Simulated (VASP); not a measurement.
# MgS (Niningerite) in VASP: further runs, part 2 of 2

VASP 6.6.1.

## 5. Single point, PBE (epitaxial xy strain -2.0%)

Input file INCAR:

```
SYSTEM = MgS
ALGO = Normal
EDIFF = 1E-6
ENCUT = 520
GGA = PE
ISIF = 2
ISMEAR = 0
LASPH = .True.
LCHARG = .True.
LELF = .True.
LREAL = .False.
LVHAR = .True.
LWAVE = .False.
NBANDS = 11
NELM = 60
PREC = Accurate
SIGMA = 0.01
```

Input file KPOINTS:

```
k-points
0
Gamma
  6 6 6
  0 0 0
```

Input file POSCAR:

```
MgS
1.0
    0.0000000000      2.5481866262      2.6339136872
    2.5481866262      0.0000000000      2.6339136872
    2.5481866262      2.5481866262      0.0000000000
Mg S
1 1
Direct
    0.0000000000      0.0000000000      0.0000000000
    0.5000000000      0.5000000000      0.5000000000
```

Potentials or basis: VASP PAW PBE potentials, release 64 (Mg, S).

The run is started by

```
cat potpaw_PBE.64/Mg/POTCAR potpaw_PBE.64/S/POTCAR > POTCAR
mpirun -np 1 vasp_std > vasp.out
```

OUTCAR:

```text
SYSTEM = MgS
   EDIFF = 1E-6
   ENCUT = 520
   GGA = PE
   ISIF = 2
   ISMEAR = 0
   LASPH = .True.
   LREAL = .False.
   NELM = 60
   PREC = Accurate

 ion  position               nearest neighbor table
   1  0.000  0.000  0.000-   2 2.55   2 2.55   2 2.55   2 2.55   2 2.63   2 2.63
   2  0.500  0.500  0.500-   1 2.55   1 2.55   1 2.55   1 2.55   1 2.63   1 2.63

  LATTYP: Found a body centered tetragonal cell.
 ALAT       =     3.6036800862
 C/A-ratio  =     1.4617910714

  Lattice vectors:

 A1 = (  -2.5481866262,   0.0000000000,   2.6339136872)
[... 515 lines left out ...]
      8      14.5008      0.00000
      9      17.1152      0.00000
     10      18.7354      0.00000
     11      20.1585      0.00000

 [... further k-points ...]
[... 5 lines left out ...]
  --------------------------------------------------------------------------------------
  -------------------------------------------------------------------------------------
  Total        1.0258285      1.0258285      0.1917243      0.0000000      0.0000000     -0.0000000
  in kB       48.0497741     48.0497741      8.9803595      0.0000000      0.0000000     -0.0000000
  external PRESSURE =      35.0266359 kB  Pullay stress =       0.0000000 kB

 VOLUME and BASIS-vectors are now :
 -----------------------------------------------------------------------------
  energy-cutoff  :      520.00
  volume of cell :       34.21
      direct lattice vectors                 reciprocal lattice vectors
     0.000000000  2.548186626  2.633913687    -0.196217967  0.196217967  0.189831581
     2.548186626  0.000000000  2.633913687     0.196217967 -0.196217967  0.189831581
     2.548186626  2.548186626  0.000000000     0.196217967  0.196217967 -0.189831581

 POSITION                                       TOTAL-FORCE (eV/Angst)
 -----------------------------------------------------------------------------------
      0.00000      0.00000      0.00000         0.000000      0.000000     -0.000000
      2.54819      2.54819      2.63391        -0.000000     -0.000000      0.000000
 -----------------------------------------------------------------------------------
    total drift:                                0.000000      0.000000      0.000000

  FREE ENERGIE OF THE ION-ELECTRON SYSTEM (eV)
  ---------------------------------------------------
  free  energy   TOTEN  =        -8.4765566186 eV

  energy  without entropy=       -8.4765566186  energy(sigma->0) =       -8.47655662
```

OSZICAR:

```text
N       E                     dE             d eps       ncg     rms          rms(c)
DAV:   1     0.225436748969E+02    0.22544E+02   -0.36791E+03   700   0.602E+02
DAV:   2    -0.739309421666E+01   -0.29937E+02   -0.28317E+02   778   0.101E+02
DAV:   3    -0.886452106050E+01   -0.14714E+01   -0.14688E+01   814   0.240E+01
DAV:   4    -0.887406371789E+01   -0.95427E-02   -0.95420E-02   790   0.227E+00
DAV:   5    -0.887414661706E+01   -0.82899E-04   -0.82898E-04   857   0.209E-01    0.455E+00
DAV:   6    -0.851691254866E+01    0.35723E+00   -0.74960E-01   747   0.347E+00    0.357E+00
DAV:   7    -0.847649426940E+01    0.40418E-01   -0.21827E-01   765   0.205E+00    0.233E+00
DAV:   8    -0.847680059652E+01   -0.30633E-03   -0.14066E-02   723   0.722E-01    0.101E+00
DAV:   9    -0.847654303822E+01    0.25756E-03   -0.73441E-04   771   0.160E-01    0.340E-01
DAV:  10    -0.847655992356E+01   -0.16885E-04   -0.20280E-04   776   0.664E-02    0.402E-02
DAV:  11    -0.847655668563E+01    0.32379E-05   -0.20138E-05   786   0.201E-02    0.172E-02
DAV:  12    -0.847655661857E+01    0.67065E-07   -0.73984E-07   490   0.540E-03
   1 F= -.84765566E+01 E0= -.84765566E+01  d E =-.182313E-59
```

It took 6.8 s on 1 thread of Intel Xeon 6975P-C (Granite Rapids), shared host; peak memory 0.15 GiB.

Results:

```
Free energy            : -8.4766 eV
Pressure               : 3.5 GPa
Band gap on the k mesh : 2.70 eV, indirect (least direct gap 3.86 eV)
```

Caveat: the cell differs from its parent crystal (epitaxial xy strain -2.0%). A k mesh can miss the band edges.

## 6. Single point, PBE (uniaxial z strain +5.5%)

Input file INCAR:

```
SYSTEM = MgS
ALGO     = Normal         ! electronic algorithm
EDIFF    = 1E-6           ! SCF threshold, eV
ENCUT    = 520            ! plane-wave cutoff, eV
GGA      = PE             ! functional
ISIF     = 2              ! what is computed and relaxed
ISMEAR   = 0              ! smearing method
LASPH    = .True.         ! aspherical terms in the spheres
LCHARG   = .False.        ! write CHGCAR
LREAL    = .False.        ! projectors in reciprocal space
LWAVE    = .False.        ! write WAVECAR
NBANDS   = 11             ! bands
NELM     = 100            ! most SCF steps
PREC     = Accurate       ! precision mode
SIGMA    = 0.01           ! smearing width, eV
```

KPOINTS is that of step 5.

Input file POSCAR:

```
MgS
1.0
    0.0000000000      2.6015177399      2.7433004567
    2.6015177399      0.0000000000      2.7433004567
    2.6015177399      2.6015177399      0.0000000000
Mg S
1 1
Direct
    0.0000000000      0.0000000000      0.0000000000
    0.5000000000      0.5000000000      0.5000000000
```

Potentials or basis: VASP PAW PBE potentials, release 64 (Mg, S).

The run is started by

```
cat potpaw_PBE.64/Mg/POTCAR potpaw_PBE.64/S/POTCAR > POTCAR
mpirun -np 1 vasp_std > vasp.out
```

OUTCAR:

```text
SYSTEM = MgS
   EDIFF = 1E-6
   ENCUT = 520
   GGA = PE
   ISIF = 2
   ISMEAR = 0
   LASPH = .True.
   LREAL = .False.
   NELM = 100
   PREC = Accurate

 ion  position               nearest neighbor table
   1  0.000  0.000  0.000-   2 2.60   2 2.60   2 2.60   2 2.60   2 2.74   2 2.74
   2  0.500  0.500  0.500-   1 2.60   1 2.60   1 2.60   1 2.60   1 2.74   1 2.74

  LATTYP: Found a body centered tetragonal cell.
 ALAT       =     3.6791016705
 C/A-ratio  =     1.4912882015

  Lattice vectors:

 A1 = (  -2.6015177399,   0.0000000000,   2.7433004567)
 A2 = (   2.6015177399,   0.0000000000,   2.7433004567)
 A3 = (   0.0000000000,   2.6015177399,  -2.7433004567)

Analysis of symmetry for initial positions (statically):
=====================================================================
 Subroutine PRICEL returns:
 Original cell was already a primitive cell.

 Routine SETGRP: Setting up the symmetry group for a
 body centered tetragonal supercell.

 Subroutine GETGRP returns: Found 16 space group operations
 (whereof 16 operations were pure point group operations)
 out of a pool of 16 trial point group operations.

The static configuration has the point symmetry D_4h.

Analysis of symmetry for dynamics (positions and initial velocities):
=====================================================================
 Subroutine PRICEL returns:
 Original cell was already a primitive cell.

 Routine SETGRP: Setting up the symmetry group for a
 body centered tetragonal supercell.

 Subroutine GETGRP returns: Found 16 space group operations
 (whereof 16 operations were pure point group operations)
 out of a pool of 16 trial point group operations.

The dynamic configuration has the point symmetry D_4h.

 Subroutine INISYM returns: Found 16 space group operations
 (whereof 16 operations are pure point group operations),
 and found     1 'primitive' translations

----------------------------------------------------------------------------------------

                                     Primitive cell

[... 113 lines left out ...]
  Thomas-Fermi vector in A             =   2.112419
   LORBIT       =      0    0 simple, 1 ext, 2 COOP (PROOUT), +10 PAW based schemes
   GGA     = PE    functional components
   LHFCALC =     F    Hartree Fock is set to
   AEXX    =    0.0000 exact exchange contribution
   IVDW    =     0    specifies the selected vdW correction
   LEPSILON=     F    determine dielectric tensor
   LRPA    =     F    only Hartree local field effects (RPA)
 non-spin polarized calculation
 Gauss-broadening in eV      SIGMA  =   0.01
  energy-cutoff  :      520.00
  volume of cell :       37.13
 maximum number of plane-waves:      1014
   NGX = 15   NGY = 15   NGZ = 13

 number of electron       8.0000002 magnetization

 Free energy of the ion-electron system (eV)
  ---------------------------------------------------
  ext. energy  EPLUGINS =         0.00000000
  ---------------------------------------------------
  free energy    TOTEN  =        -8.47117665 eV

  energy without entropy =       -8.47117665  energy(sigma->0) =       -8.47117665

 E-fermi :   3.5348     XC(G=0):  -9.4672

 val. band max:        3.3968462472   @ k =   0.0000   0.0000   0.0000
 cond. band min:       5.8614902054   @ k =   0.5000   0.0000   0.5000
 fundamental gap:      2.4646439582
 Fermi energy:         3.5347980202

 k-point     1 :       0.0000    0.0000    0.0000
  band No.  band energies     occupation
      1      -9.1172      2.00000
      2       3.1923      2.00000
      3       3.1923      2.00000
      4       3.3968      2.00000
      5       6.5748      0.00000
      6      10.9086      0.00000
      7      11.4411      0.00000
      8      11.4411      0.00000
      9      13.1785      0.00000
     10      13.8987      0.00000
     11      15.1100      0.00000
[... 309 lines left out ...]
 k-point    24 :       0.5000    0.0000    0.3333
  band No.  band energies     occupation
      1      -7.6613      2.00000
      2      -0.4252      2.00000
      3       1.0687      2.00000
      4       1.8903      2.00000
      5       6.7892      0.00000
      6       8.8694      0.00000
      7      12.8138      0.00000
      8      13.4316      0.00000
      9      15.5807      0.00000
     10      17.5482      0.00000
     11      18.6642      0.00000

 [... further k-points ...]
[... 5 lines left out ...]
  --------------------------------------------------------------------------------------
  -------------------------------------------------------------------------------------
  Total       -0.2804343     -0.2804343     -1.1512931      0.0000000     -0.0000000     -0.0000000
  in kB      -12.0999833    -12.0999833    -49.6751905      0.0000000     -0.0000000     -0.0000000
  external PRESSURE =     -24.6250524 kB  Pullay stress =       0.0000000 kB

 VOLUME and BASIS-vectors are now :
 -----------------------------------------------------------------------------
  energy-cutoff  :      520.00
  volume of cell :       37.13
      direct lattice vectors                 reciprocal lattice vectors
     0.000000000  2.601517740  2.743300457    -0.192195499  0.192195499  0.182262209
     2.601517740  0.000000000  2.743300457     0.192195499 -0.192195499  0.182262209
     2.601517740  2.601517740  0.000000000     0.192195499  0.192195499 -0.182262209

 POSITION                                       TOTAL-FORCE (eV/Angst)
 -----------------------------------------------------------------------------------
      0.00000      0.00000      0.00000         0.000000     -0.000000      0.000000
      2.60152      2.60152      2.74330        -0.000000      0.000000      0.000000
 -----------------------------------------------------------------------------------
    total drift:                                0.000000      0.000000      0.000000

  FREE ENERGIE OF THE ION-ELECTRON SYSTEM (eV)
  ---------------------------------------------------
  free  energy   TOTEN  =        -8.4711766523 eV

  energy  without entropy=       -8.4711766523  energy(sigma->0) =       -8.47117665
```

OSZICAR:

```text
N       E                     dE             d eps       ncg     rms          rms(c)
DAV:   1     0.230955604960E+02    0.23096E+02   -0.34521E+03   668   0.586E+02
DAV:   2    -0.731337574303E+01   -0.30409E+02   -0.28765E+02   829   0.999E+01
DAV:   3    -0.889492245332E+01   -0.15815E+01   -0.15786E+01   809   0.247E+01
DAV:   4    -0.890527393368E+01   -0.10351E-01   -0.10350E-01   803   0.240E+00
DAV:   5    -0.890536652477E+01   -0.92591E-04   -0.92590E-04   849   0.222E-01    0.421E+00
DAV:   6    -0.851353556734E+01    0.39183E+00   -0.87799E-01   744   0.361E+00    0.326E+00
DAV:   7    -0.847181878508E+01    0.41717E-01   -0.22255E-01   783   0.201E+00    0.222E+00
DAV:   8    -0.847155302689E+01    0.26576E-03   -0.16878E-02   726   0.787E-01    0.104E+00
DAV:   9    -0.847116287919E+01    0.39015E-03   -0.10403E-03   780   0.182E-01    0.361E-01
DAV:  10    -0.847117948349E+01   -0.16604E-04   -0.26655E-04   791   0.751E-02    0.398E-02
DAV:  11    -0.847117661588E+01    0.28676E-05   -0.19807E-05   786   0.196E-02    0.180E-02
DAV:  12    -0.847117665230E+01   -0.36421E-07   -0.80418E-07   554   0.567E-03
   1 F= -.84711767E+01 E0= -.84711767E+01  d E =-.585771E-87
```

Run time: 6.5 s. Hardware: 1 thread of Intel Xeon 6975P-C (Granite Rapids), shared host; peak memory 0.15 GiB.

Results:

| Quantity | Value |
| --- | --- |
| Free energy | -8.4712 eV |
| Pressure | -2.5 GPa |
| Band gap on the k mesh | 2.46 eV, indirect (least direct gap 3.18 eV) |

Stress tensor (GPa, compression positive):
```
-1.21  0.00  0.00
 0.00 -1.21  0.00
 0.00  0.00 -4.97
```

Caveat: the cell differs from its parent crystal (uniaxial z strain +5.5%). A k mesh can miss the band edges.

## 7. Overview

| cell | k mesh | smearing | gap on the mesh (eV) | pressure (GPa) |
| --- | --- | --- | --- | --- |
| a = 3.679 Å, angles 60.0°, 2 atoms | 6 × 6 × 6 | gaussian 0.01 eV | 2.77 | 0.9 |
| a = 3.870 Å, angles 60.0°, 2 atoms | 6 × 6 × 6 | gaussian 0.01 eV | 2.43 | -7.9 |
| a = 3.679 Å, angles 60.0°, 2 atoms | 8 × 8 × 8 | fermi-dirac 0.02 eV | 2.78 | 0.9 |
| a = 3.665, b = 3.665, c = 3.604 Å, angles 60.6, 60.6, 58.9°, 2 atoms | 6 × 6 × 6 | gaussian 0.01 eV | 2.70 | 3.5 |
| a = 3.781, b = 3.781, c = 3.679 Å, angles 60.9, 60.9, 58.2°, 2 atoms | 6 × 6 × 6 | gaussian 0.01 eV | 2.46 | -2.5 |

Alike in all rows: task single point; level PBE; potentials or basis VASP PAW PBE potentials, release 64 (Mg, S); no spin polarisation; cutoff (eV) 520.

Absolute energies hang on the potentials; compare differences alone.
